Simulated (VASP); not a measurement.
TiO2: single point with PBE+U

TiO2:

```xyz
6
Lattice="-1.8921 1.8921 4.7573 1.8921 -1.8921 4.7573 1.8921 1.8921 -4.7573" Properties=species:S:1:pos:R:3 pbc="T T T"
Ti    0.0000    0.0000    0.0000
Ti    0.0000    1.8921    2.3786
O     0.0000    0.0000    1.9800
O     0.0000    1.8921    4.3586
O     0.0000    1.8921    0.3987
O     0.0000    0.0000    7.5346
```

```json
{
  "Program": "VASP 6.6.1",
  "Task": "single point",
  "Functional": "PBE",
  "Potentials or basis": "VASP PAW PBE potentials, release 64 (Ti_sv, O_h)",
  "Cutoff": "910 eV",
  "k mesh": "5 × 5 × 7",
  "Occupations": "fermi-dirac, width 0.05 eV",
  "Spin": "collinear spin",
  "Starting moments": "[1.0, 1.0, 0.0, 0.0, 0.0, 0.0] μB",
  "Hubbard terms": "Ti d U = 5.9 eV",
  "Dipole correction": "no",
  "Further INCAR settings": "ALGO = Normal; EDIFF = 1e-06; NBANDS = 37; ISYM = 0"
}
```

- Pressure: 16.6 GPa
- Largest force: 0.289 eV/Å
- Band gap on the k mesh: 2.99 eV (least direct gap 3.48 eV)
- Net moment: 0.00 μB per cell
- Valence electrons inside the program's atomic spheres: Ti 10.11; O 3.42

Forces on the atoms (eV/Å):
```
Ti   0.000  0.000  0.000
Ti   0.000  0.000  0.000
O    0.000  0.000  0.289
O    0.000  0.000  0.289
O    0.000  0.000 -0.289
O    0.000  0.000 -0.289
```

Stress tensor (GPa, compression positive):
```
17.02  0.00  0.00
 0.00 17.02  0.00
 0.00  0.00 15.79
```

Levels at points of the mesh, in eV from the valence-band top:
Spin up:
| k point | band 20 | band 21 | band 22 | band 23 | band 24 | band 25 | band 26 | band 27 | band 28 | band 29 |
| --- | --- | --- | --- | --- | --- | --- | --- | --- | --- | --- |
| (0.00, 0.00, 0.00) | -0.83 | -0.75 | -0.75 | -0.50 | -0.50 | 2.99 | 3.79 | 4.70 | 4.70 | 4.79 |
Spin down:
| k point | band 21 | band 22 | band 23 | band 24 | band 25 | band 26 | band 27 | band 28 |
| --- | --- | --- | --- | --- | --- | --- | --- | --- |
| (0.00, 0.00, 0.00) | -0.75 | -0.75 | -0.50 | -0.50 | 2.99 | 3.79 | 4.70 | 4.70 |

Eigenvalues of the final occupation matrices:
| site | spin | trace | eigenvalues |
| --- | --- | --- | --- |
| site 1 d | 1 | 0.78 | 0.09 0.09 0.10 0.25 0.25 |
| site 1 d | 2 | 0.78 | 0.09 0.09 0.10 0.25 0.25 |
| site 2 d | 1 | 0.78 | 0.09 0.09 0.10 0.25 0.25 |
| site 2 d | 2 | 0.78 | 0.09 0.09 0.10 0.25 0.25 |

Wall time 40 min on 1 thread of Intel(R) Xeon(R) Platinum 8259CL CPU @ 2.50GHz (Skylake/Cascade Lake) (shared host), peak memory 0.98 GiB.

Caveat: the cell stands under pressure. A k mesh can miss the band edges.
